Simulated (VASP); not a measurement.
Write the native input for VASP 6.6.1 that does the following.

```yaml
Task: single point
Functional: PBE
Potentials_or_basis: VASP PAW PBE potentials, release 64 (Mg, O)
Cutoff: 520 eV
k_mesh: 9 × 9 × 8
Occupations: gaussian, width 0.05 eV
Spin: no spin polarisation
Dipole_correction: no
Further_INCAR_settings: ALGO = Normal; EDIFF = 1e-06; NBANDS = 11
```

The structure of MgO lies in POSCAR:

```
MgO
1.0
    2.8498802763      0.0000000000      0.0000000000
   -1.4249401382      2.4680687170      0.0000000000
    0.0000000000      0.0000000000      2.6394848000
Mg O
1 1
Direct
    0.0000000000      0.0000000000      0.0000000000
    0.3333333333      0.6666666667      0.5000000000
```

This cell differs from its parent crystal: strain -0.030 along x and y, -0.015 along z.

These files were run (other wordings do the same):

INCAR

```
PREC     = Accurate       # precision mode
ENCUT    = 520            # plane-wave cutoff, eV
EDIFF    = 1E-6           # SCF threshold, eV
ISMEAR   = 0              # smearing method
SIGMA    = 0.05           # smearing width, eV
LREAL    = False          # projectors in reciprocal space
LASPH    = True           # aspherical terms in the spheres
NELM     = 80             # most SCF steps
ALGO     = Normal         # electronic algorithm
ISIF     = 2              # what is computed and relaxed
LWAVE    = False          # write WAVECAR
LCHARG   = True           # write CHGCAR
GGA      = PE             # functional
LELF     = True           # ELF
LVHAR    = True         
NBANDS   = 11             # bands
```

KPOINTS

```
Automatic mesh
0
Gamma
  9 9 8
```

Potentials or basis: VASP PAW PBE potentials, release 64 (Mg, O).

Run with:

```sh
$ cat potpaw_PBE.64/Mg/POTCAR potpaw_PBE.64/O/POTCAR > POTCAR
$ mpirun -np 1 vasp_std > vasp.out
```

Results of the run:

```json
{"Pressure": "11.2 GPa", "Band gap on the k mesh": "3.61 eV, indirect (least direct gap 4.12 eV)"}
```

Caveat: the cell differs from its parent crystal (strain -0.030 along x and y, -0.015 along z).

It took 28 s on 1 thread of AMD EPYC 7R13 (shared host), peak memory 0.11 GiB.
